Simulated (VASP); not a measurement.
AgSn2SeI3:

```
Ag Sn Se I
1.0
     3.40798    1.96760    5.54149
    -3.40798    1.96760    5.54149
     0.00000   -3.93520    5.54149
Ag Sn Se I
1 2 1 3
Direct
  0.50000 0.50000 0.50000
  0.78173 0.78173 0.78173
  0.21827 0.21827 0.21827
  0.00000 0.00000 0.00000
  0.50000 0.50000 0.00000
  0.00000 0.50000 0.50000
  0.50000 0.00000 0.50000
```

- Program: VASP 6.6.1
- Task: relaxation of cell and atoms
- Functional: PBE
- Potentials or basis: VASP PAW PBE potentials, release 64 (Ag, Sn_d, Se, I)
- Cutoff: 600 eV
- k mesh: 2 × 2 × 2
- Occupations: gaussian, width 0.15 eV
- Spin: no spin polarisation

At the start: pressure 8.7 GPa; volume 31.85 Å³/atom.

How do energy, volume and symmetry change on relaxing?

Over 27 steps the energy falls by 820.2 meV/atom and the volume is 43.12 Å³/atom (+35.4 %); space group R-3m (No. 166, to 0.05 Å).

The path:
| step | energy change (eV) | largest force (eV/Å) | pressure (GPa) | volume (Å³) |
| --- | --- | --- | --- | --- |
| 1 | 0.0000 | 3.7689 | 8.70 | 222.95 |
| 2 | -1.6974 | 0.3604 | -1.59 | 283.42 |
| 3 | -1.7143 | 0.5903 | -0.99 | 275.74 |
| 4 | -2.3142 | 0.7688 | -0.76 | 273.58 |
| 5 | -4.7886 | 0.9673 | 0.25 | 261.21 |
| 6 | 37.4304 | 84.4740 | 76.89 | 206.66 |
| 7 | -4.4445 | 2.0053 | 1.23 | 260.19 |
| 8 | -3.8523 | 4.0140 | 9.95 | 238.44 |
| 9 | -5.0150 | 1.6253 | 2.70 | 253.99 |
| 10 | -4.8270 | 1.1859 | 6.75 | 243.53 |
| 11 | -5.1618 | 0.7789 | 4.12 | 249.47 |
| 12 | -5.1435 | 0.4038 | 4.66 | 248.06 |
| 13 | -5.2738 | 0.9560 | 4.18 | 256.47 |
| 14 | -5.2740 | 0.9341 | 4.19 | 256.35 |
| 15 | -5.5082 | 0.6391 | 2.50 | 266.98 |
| 16 | -5.6728 | 0.2396 | 0.36 | 285.07 |
| 17 | -5.6772 | 0.1783 | 0.04 | 288.44 |
| 18 | -5.6773 | 0.1666 | -0.02 | 289.10 |
| 19 | -5.6817 | 0.1773 | -0.03 | 289.60 |
| 20 | -5.6934 | 0.2116 | -0.03 | 291.09 |
| 21 | -5.7102 | 0.2867 | -0.05 | 294.00 |
| 22 | -5.7195 | 0.4646 | -0.07 | 299.62 |
| 23 | -5.7254 | 0.3871 | -0.13 | 300.27 |
| 24 | -5.7362 | 0.1699 | -0.26 | 302.24 |
| 25 | -5.7302 | 0.2111 | -0.50 | 306.12 |
| 26 | -5.7380 | 0.0405 | -0.34 | 303.54 |
| 27 | -5.7415 | 0.0314 | -0.20 | 301.81 |

Final structure:
```
Ag Sn Se I
1.0
     4.66357    2.69251    4.00599
    -4.66357    2.69251    4.00599
     0.00000   -5.38503    4.00599
Ag Sn Se I
1 2 1 3
Direct
  0.50000 0.50000 0.50000
  0.78659 0.78659 0.78659
  0.21341 0.21341 0.21341
  0.00000 0.00000 0.00000
  0.50000 0.50000 0.00000
  0.00000 0.50000 0.50000
  0.50000 0.00000 0.50000
```

Caveat: the k points lie up to 0.47 Å⁻¹ apart in the final cell; the volume moved by over 15 % at a fixed basis, so the end points are rough; the relaxation stopped at a loose force limit of 0.08 eV/Å, so its end isn't a converged minimum.
